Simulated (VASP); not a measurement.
LiH:

```xyz
4
Lattice="2.7815 0.0000 0.0000 -1.3908 2.4089 0.0000 0.0000 0.0000 4.8730" Properties=species:S:1:pos:R:3 pbc="T T T"
Li    0.0000    0.0000    0.0000
Li    0.0000    0.0000    2.4365
H     0.0000    1.6059    1.2182
H     1.3908    0.8030    3.6547
```

Base run:

| Item | Value |
| --- | --- |
| Program | VASP 6.6.1 |
| Functional | r2SCAN |
| Potentials or basis | VASP PAW PBE potentials, release 64 (Li_sv, H) |
| Cutoff | 520 eV |
| k mesh | 9 × 9 × 4 |
| Occupations | gaussian, width 0.01 eV |
| Spin | no spin polarisation |

Its results: band gap on the k mesh 5.14 eV, indirect (least direct gap 5.67 eV).

The run is repeated on the same cell with these changes: functional from r2SCAN to HSE06; k mesh from 9 × 9 × 4 to 6 × 6 × 4. What comes out?

Band gap on the k mesh 5.39 eV, indirect (least direct gap 6.03 eV).

Several settings changed at once, so the effect can't be laid on one alone.

Caveats: some runs use coarse meshes.

A k mesh can miss the band edges.
